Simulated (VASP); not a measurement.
A run of VASP 6.6.1 is set up as follows.

The input INCAR:

```
SYSTEM = Cr
ALGO = Fast ; DIPOL = 0.5 0.5 0.500
EDIFF = 1E-6 ; ENCUT = 520
GGA = PS ; IDIPOL = 3
ISIF = 2 ; ISMEAR = 0
LASPH = .True. ; LCHARG = .False.
LDIPOL = .True. ; LREAL = .False.
LWAVE = .False. ; NBANDS = 45
NELM = 60 ; PREC = Accurate
SIGMA = 0.1
```

File KPOINTS:

```
k-points
0
Gamma
  15 15 1
  0 0 0
```

Contents of POSCAR:

```
Cr
1.0
    2.5301037415      0.0000000000      0.0000000000
   -1.2650518707      2.1911341143      0.0000000000
    0.0000000000      0.0000000000     25.3291052715
Cr
6
Direct
    0.6666666667      0.3333333333      0.2957900836
    0.3333333333      0.6666666667      0.3783702886
    0.0000000000      0.0000000000      0.4598514727
    0.6666666667      0.3333333333      0.5401485592
    0.3333333333      0.6666666667      0.6216296861
    0.0000000000      0.0000000000      0.7042099098
```

Potentials or basis: VASP PAW PBE potentials, release 64 (Cr_pv).

The run is started by

```sh
$ cat potpaw_PBE.64/Cr_pv/POTCAR > POTCAR
$ mpirun -np 1 vasp_std > vasp.out
```

Problem. Estimate the band gap on the k mesh.

Solution. Zero (band 36 reaches 3.36 eV, above the bottom of band 37 at 2.11 eV).

Problem. Predict the largest force.

Solution. 0.022 eV/Å.

Forces in eV/Å, atoms in the order of the input:
```
Cr   0.000  0.000  0.022
Cr   0.000  0.000  0.006
Cr   0.000  0.000 -0.008
Cr   0.000  0.000  0.008
Cr   0.000  0.000 -0.006
Cr   0.000  0.000 -0.022
```

Caveat: the PAW data sets were made with another functional, which shifts forces and pressure a little; the run has no spin polarisation, though such a crystal can be magnetic. Spin polarisation is off, so any magnetic state and its effect on volume and gap are missing.
